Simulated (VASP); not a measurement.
# Ir (Fm-3m) in VASP: a series of runs

The runs below take Ir through single point, relaxation of cell and atoms, with LDA.

Program: VASP 6.6.1. These are calculated values, not measurements. Logs are shortened: lines on timing, memory, paths and dates and some standing lists are left out, and cuts for length are marked.

### 1 The cell of the first run

It takes space group Fm-3m (No. 225, cubic). Conventional cell: a = 3.854 Å, b = 3.854 Å, c = 3.854 Å, α = 90.00°, β = 90.00°, γ = 90.00°. Within 3.6 Å of Ir (site symmetry m-3m) lie 12 Ir at 2.73 Å.

### 2 Single point, LDA

File INCAR:

```
PREC = Accurate ; ENCUT = 520
EDIFF = 1E-6 ; ISMEAR = 0
SIGMA = 0.1 ; LREAL = F
LASPH = T ; NELM = 100
ALGO = Normal ; ISIF = 2
LWAVE = F ; LCHARG = F
GGA = CA ; NBANDS = 10
```

File KPOINTS:

```
Automatic mesh
0
Gamma
  8 8 8
```

File POSCAR:

```
Ir
1.0
    0.0000000000      1.9269646700      1.9269646700
    1.9269646700      0.0000000000      1.9269646700
    1.9269646700      1.9269646700      0.0000000000
Ir
1
Direct
    0.0000000000      0.0000000000      0.0000000000
```

Potentials or basis: VASP PAW LDA potentials, release 64 (Ir).

The run is started by

```sh
$ cat potpaw_LDA.64/Ir/POTCAR > POTCAR
$ mpirun -np 1 vasp_std > vasp.out
```

OUTCAR:

```text
PREC = Accurate
   ENCUT = 520
   EDIFF = 1E-6
   ISMEAR = 0
   LREAL = F
   LASPH = T
   NELM = 100
   ISIF = 2
   GGA = CA

 ion  position               nearest neighbor table
   1  0.000  0.000  0.000-

  LATTYP: Found a face centered cubic cell.
 ALAT       =     3.8539293400

  Lattice vectors:

 A1 = (   0.0000000000,   1.9269646700,   1.9269646700)
 A2 = (   1.9269646700,   0.0000000000,   1.9269646700)
 A3 = (   1.9269646700,   1.9269646700,   0.0000000000)

Analysis of symmetry for initial positions (statically):
=====================================================================
 Subroutine PRICEL returns:
 Original cell was already a primitive cell.

 Routine SETGRP: Setting up the symmetry group for a
 face centered cubic supercell.

 Subroutine GETGRP returns: Found 48 space group operations
 (whereof 48 operations were pure point group operations)
 out of a pool of 48 trial point group operations.

The static configuration has the point symmetry O_h .

Analysis of symmetry for dynamics (positions and initial velocities):
=====================================================================
 Subroutine PRICEL returns:
 Original cell was already a primitive cell.

 Routine SETGRP: Setting up the symmetry group for a
 face centered cubic supercell.

 Subroutine GETGRP returns: Found 48 space group operations
 (whereof 48 operations were pure point group operations)
 out of a pool of 48 trial point group operations.

The dynamic configuration has the point symmetry O_h .

 Subroutine INISYM returns: Found 48 space group operations
 (whereof 48 operations are pure point group operations),
 and found     1 'primitive' translations

----------------------------------------------------------------------------------------

                                     Primitive cell

  volume of cell :      14.3104

  direct lattice vectors                    reciprocal lattice vectors
     0.000000000  1.926964670  1.926964670    -0.259475437  0.259475437  0.259475437
     1.926964670  0.000000000  1.926964670     0.259475437 -0.259475437  0.259475437
     1.926964670  1.926964670  0.000000000     0.259475437  0.259475437 -0.259475437

  length of vectors
     2.725139571  2.725139571  2.725139571     0.449424640  0.449424640  0.449424640

  position of ions in fractional coordinates (direct lattice)
     0.000000000  0.000000000  0.000000000

  ion indices of the primitive-cell ions
   primitive index   ion index
                 1           1

----------------------------------------------------------------------------------------

 KPOINTS: Automatic mesh

Automatic generation of k-mesh.
 Grid dimensions read from file:
 generate k-points for:    8    8    8

 Generating k-lattice:

  Cartesian coordinates                     Fractional coordinates (reciprocal lattice)
    -0.032434430  0.032434430  0.032434430     0.125000000  0.000000000  0.000000000
     0.032434430 -0.032434430  0.032434430     0.000000000  0.125000000  0.000000000
     0.032434430  0.032434430 -0.032434430     0.000000000  0.000000000  0.125000000

  Length of vectors
     0.056178080  0.056178080  0.056178080

  Shift w.r.t. Gamma in fractional coordinates (k-lattice)
     0.000000000  0.000000000  0.000000000

 Subroutine IBZKPT returns following result:
 ===========================================

 Found     29 irreducible k-points:

 Following reciprocal coordinates:
            Coordinates               Weight
  0.000000  0.000000  0.000000      1.000000
  0.125000  0.000000  0.000000      8.000000
  0.250000  0.000000  0.000000      8.000000
  0.375000  0.000000  0.000000      8.000000
  0.500000  0.000000  0.000000      4.000000
  0.125000  0.125000  0.000000      6.000000
[... 16 lines left out ...]
  0.500000  0.250000  0.125000     48.000000
 -0.375000  0.250000  0.125000     24.000000
 [... further k-points ...]
   k-points           NKPTS =     29   k-points in BZ     NKDIM =     29   number of bands    NBANDS=     10
   number of dos      NEDOS =    301   number of ions     NIONS =      1
   total plane-waves  NPLWV =   8000
   dimension x,y,z NGX =    20 NGY =   20 NGZ =   20
   dimension x,y,z NGXF=    40 NGYF=   40 NGZF=   40
   ions per type =               1
   NGX,Y,Z   is equivalent  to a cutoff of  12.20, 12.20, 12.20 a.u.
   NGXF,Y,Z  is equivalent  to a cutoff of  24.40, 24.40, 24.40 a.u.
 SYSTEM =  unknown system
   PREC   = accura    normal or accurate (medium, high low for compatibility)
   ISTART =      0    job   : 0-new  1-cont  2-samecut
   ICHARG =      2    charge: 1-file 2-atom 10-const
   ISPIN  =      1    spin polarized calculation?
   LNONCOLLINEAR =      F non collinear calculations
   LSORBIT =      F    spin-orbit coupling
   LASPH  =      T    aspherical Exc in radial PAW
   ENCUT  =  520.0 eV  38.22 Ry    6.18 a.u.   5.07  5.07  5.07*2*pi/ulx,y,z
   NELM   =    100;   NELMIN=  2; NELMDL= -5     # of ELM steps
   EDIFF  = 0.1E-05   stopping-criterion for ELM
   LREAL  =      F    real-space projection
   EDIFFG = 0.1E-04   stopping-criterion for IOM
   NSW    =      0    number of steps for IOM
   IBRION =     -1    ionic relax: 0-MD 1-quasi-New 2-CG
   NFREE  =      0    steps in history (QN), initial steepest desc. (CG)
   ISIF   =      2    stress and relaxation
   ISYM   =      2    0-nonsym 1-usesym 2-fastsym
   POTIM  = 0.5000    time-step for ionic-motion
   TEBEG  =    0.0;   TEEND  =   0.0 temperature during run
   PSTRESS=    0.0 pullay stress
   NELECT =       9.0000    total number of electrons
   NUPDOWN=      -1.0000    fix difference up-down
   EMIN   =  10.00;   EMAX   =-10.00  energy-range for DOS
   EFERMI =   0.00;   METHOD = LEGACY
   ISMEAR =     0;   SIGMA  =   0.10  broadening in eV -4-tet -1-fermi 0-gaus
   EFERMI_NEDOS =   21; number of points for ismear=-14 and -15
   IALGO  =     38    algorithm
   IMIX   =      4    mixing-type and parameters
     AMIX     =   0.40;   BMIX     =  1.00
     AMIX_MAG =   1.60;   BMIX_MAG =  1.00
  volume/ion in A,a.u.               =      14.31        96.57
  Fermi-wavevector in a.u.,A,eV,Ry     =   1.402615  2.650559 26.767147  1.967330
  Thomas-Fermi vector in A             =   2.525359
   LORBIT       =      0    0 simple, 1 ext, 2 COOP (PROOUT), +10 PAW based schemes
   GGA     = CA    functional components
   LHFCALC =     F    Hartree Fock is set to
   AEXX    =    0.0000 exact exchange contribution
   IVDW    =     0    specifies the selected vdW correction
   LEPSILON=     F    determine dielectric tensor
   LRPA    =     F    only Hartree local field effects (RPA)
 non-spin polarized calculation
 Gauss-broadening in eV      SIGMA  =   0.10
  energy-cutoff  :      520.00
  volume of cell :       14.31
 maximum number of plane-waves:       396
   NGX = 11   NGY = 11   NGZ = 11

 number of electron       9.0000000 magnetization

 Free energy of the ion-electron system (eV)
  ---------------------------------------------------
  ext. energy  EPLUGINS =         0.00000000
  ---------------------------------------------------
  free energy    TOTEN  =       -10.24047334 eV

  energy without entropy =      -10.23122461  energy(sigma->0) =      -10.23584898

 E-fermi :  10.1556     XC(G=0): -14.0730

 val. band max:       10.1102771575   @ k =  -0.3750   0.1250   0.0000
 cond. band min:      10.1694790516   @ k =  -0.3750   0.2500   0.0000
 fundamental gap:      0.0592018941
 Fermi energy:        10.1556027355

 k-point     1 :       0.0000    0.0000    0.0000
  band No.  band energies     occupation
      1      -0.8753      2.00000
      2       6.2562      2.00000
      3       6.2562      2.00000
      4       6.2562      2.00000
      5       8.9518      2.00000
      6       8.9518      2.00000
      7      24.4624      0.00000
      8      29.9533      0.00000
      9      29.9533      0.00000
     10      29.9533      0.00000

 k-point     2 :       0.1250    0.0000    0.0000
  band No.  band energies     occupation
      1      -0.2104      2.00000
      2       5.9448      2.00000
      3       6.5178      2.00000
      4       6.5178      2.00000
      5       8.8112      2.00000
      6       8.8112      2.00000
      7      25.5479      0.00000
      8      27.4023      0.00000
      9      31.0500      0.00000
     10      31.0500      0.00000

 k-point     3 :       0.2500    0.0000    0.0000
  band No.  band energies     occupation
      1       1.3097      2.00000
      2       5.7700      2.00000
      3       6.7068      2.00000
      4       6.7068      2.00000
      5       9.1206      2.00000
      6       9.1206      2.00000
      7      23.8687      0.00000
      8      26.8428      0.00000
      9      33.6735      0.00000
     10      33.6738      0.00000

 k-point     4 :       0.3750    0.0000    0.0000
  band No.  band energies     occupation
      1       2.0854      2.00000
      2       6.3709      2.00000
      3       6.3709      2.00000
      4       7.4840      2.00000
      5      10.3063      0.03311
      6      10.3063      0.03311
      7      19.9406      0.00000
      8      24.9128      0.00000
      9      31.3933      0.00000
     10      31.3933      0.00000
[... 222 lines left out ...]
 k-point    22 :       0.3750    0.2500    0.1250
  band No.  band energies     occupation
      1       2.6980      2.00000
      2       4.6417      2.00000
      3       6.2032      2.00000
      4       8.2484      2.00000
      5       8.3470      2.00000
      6      10.8903      0.00000
      7      24.3560      0.00000
      8      26.9940      0.00000
      9      28.6299      0.00000
     10      30.6693      0.00000

 k-point    23 :       0.5000    0.2500    0.1250
  band No.  band energies     occupation
      1       3.5511      2.00000
      2       5.2062      2.00000
      3       5.5723      2.00000
      4       7.8873      2.00000
      5       9.9541      1.99563
      6      12.9394      0.00000
      7      20.2671      0.00000
      8      25.4893      0.00000
      9      26.8796      0.00000
     10      31.4375      0.00000

 k-point    24 :      -0.3750    0.2500    0.1250
  band No.  band energies     occupation
      1       3.5692      2.00000
      2       4.9710      2.00000
      3       6.5564      2.00000
      4       7.5762      2.00000
      5      10.6691      0.00000
      6      15.2573      0.00000
      7      16.6756      0.00000
      8      25.8215      0.00000
      9      25.8775      0.00000
     10      29.8082      0.00000

 [... further k-points ...]
[... 5 lines left out ...]
  --------------------------------------------------------------------------------------
  -------------------------------------------------------------------------------------
  Total       -0.7943081     -0.7943081     -0.7943081     -0.0000000     -0.0000000      0.0000000
  in kB      -88.9300102    -88.9300102    -88.9300102     -0.0000000     -0.0000000      0.0000000
  external PRESSURE =     -88.9300102 kB  Pullay stress =       0.0000000 kB

 VOLUME and BASIS-vectors are now :
 -----------------------------------------------------------------------------
  energy-cutoff  :      520.00
  volume of cell :       14.31
      direct lattice vectors                 reciprocal lattice vectors
     0.000000000  1.926964670  1.926964670    -0.259475437  0.259475437  0.259475437
     1.926964670  0.000000000  1.926964670     0.259475437 -0.259475437  0.259475437
     1.926964670  1.926964670  0.000000000     0.259475437  0.259475437 -0.259475437

 POSITION                                       TOTAL-FORCE (eV/Angst)
 -----------------------------------------------------------------------------------
      0.00000      0.00000      0.00000         0.000000     -0.000000      0.000000
 -----------------------------------------------------------------------------------
    total drift:                                0.000000      0.000000      0.000000

  FREE ENERGIE OF THE ION-ELECTRON SYSTEM (eV)
  ---------------------------------------------------
  free  energy   TOTEN  =       -10.2404733443 eV

  energy  without entropy=      -10.2312246068  energy(sigma->0) =      -10.23584898
```

It took 5.4 s on 1 thread of Intel Xeon 8259CL, shared host; peak memory 0.12 GiB.

What came out:

```yaml
Free_energy: -10.2405 eV
Pressure: -8.9 GPa
Band_gap_on_the_k_mesh: zero (an odd number of electrons rules out a gap without spin polarisation)
```

Caveat: the cell stands under tension; spin-orbit coupling is left out, which moves the levels of the heavy elements.

[end of part 1 of 2]

The gap in the log of VASP goes by the Fermi energy; the results here count the filled bands.